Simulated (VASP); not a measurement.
Input of a VASP 6.6.1 run:

The input INCAR:

```
SYSTEM = TiAl
ALGO = Fast ; EDIFF = 1E-6
ENCUT = 520 ; GGA = PS
ISIF = 2 ; ISMEAR = 0
LASPH = .True. ; LCHARG = .False.
LREAL = .False. ; LWAVE = .False.
NBANDS = 14 ; NELM = 60
PREC = Accurate ; SIGMA = 0.15
```

File KPOINTS:

```
k-points
0
Gamma
  14 14 14
  0 0 0
```

POSCAR

```
TiAl
1.0
    3.5032433677      0.0000000000      0.0000000000
    0.0000000000      3.5032433677      0.0000000000
    0.0000000000      0.0000000000      3.1560751060
Ti Al
1 1
Direct
    0.0000000000      0.0000000000      0.0000000000
    0.5000000000      0.5000000000      0.5000000000
```

Potentials or basis: VASP PAW PBE potentials, release 64 (Ti_sv, Al).

Run with:

```console
$ cat potpaw_PBE.64/Ti_sv/POTCAR potpaw_PBE.64/Al/POTCAR > POTCAR
$ mpirun -np 1 vasp_std > vasp.out
```

Problem. Predict the band gap on the k mesh.

Solution. Zero (an odd number of electrons rules out a gap without spin polarisation).

Problem. Estimate the pressure.

Solution. -15.9 GPa.

Stress tensor (GPa, compression positive):
```
-15.06   0.00   0.00
  0.00 -15.06   0.00
  0.00   0.00 -17.55
```

Caveat: the cell differs from its parent crystal (normal strain along x +0.1100, normal strain along y +0.1100); the cell stands under tension; the PAW data sets were made with another functional, which shifts forces and pressure a little.
